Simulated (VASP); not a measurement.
SnTe: single point with PBEsol-based screened hybrid with 25 % exact exchange

The system is SnTe.

```
Te Sn
1.0
     0.00000    3.17172    3.17172
     3.17172    0.00000    3.17172
     3.17172    3.17172    0.00000
Te Sn
1 1
Direct
  0.50000 0.50000 0.50000
  0.00000 0.00000 0.00000
```

- Program: VASP 6.6.1
- Task: single point
- Functional: PBEsol-based screened hybrid with 25 % exact exchange
- Potentials or basis: VASP PAW PBE potentials, release 64 (Te, Sn_d)
- Cutoff: 520 eV
- k mesh: 4 × 4 × 4
- Occupations: fermi-dirac, width 0.05 eV
- Spin: no spin polarisation
- Dipole correction: no
- Grid for exact exchange (PRECFOCK): Normal
- Share of exact exchange: 0.25
- Further INCAR settings: ALGO = Normal; EDIFF = 1e-06; NBANDS = 17
- Screening parameter: 0.207 1/Å

- Pressure: -1.7 GPa
- Band gap on the k mesh: 0.08 eV

Levels at points of the mesh, in eV from the valence-band top:
```
           k point  band 8  band 9  band 10  band 11  band 12  band 13
(0.00, 0.00, 0.00)   -2.51   -2.51    -2.51     3.77     3.77     3.77
(0.50, 0.00, 0.00)   -2.17   -2.17     0.00     0.08     0.52     0.52
(0.50, 0.50, 0.00)   -6.26   -4.24    -4.24     2.42     5.43     5.43
```

It took 16 min on 1 thread of AMD EPYC 7R43 64-Core Processor (Zen 3), with other jobs on the host, peak memory 0.29 GiB.

Caveat: the k points lie up to 0.43 Å⁻¹ apart; the PAW data sets were made with another functional, which shifts forces and pressure a little; spin-orbit coupling is left out, which moves the levels of the heavy elements. A k mesh can miss the band edges.
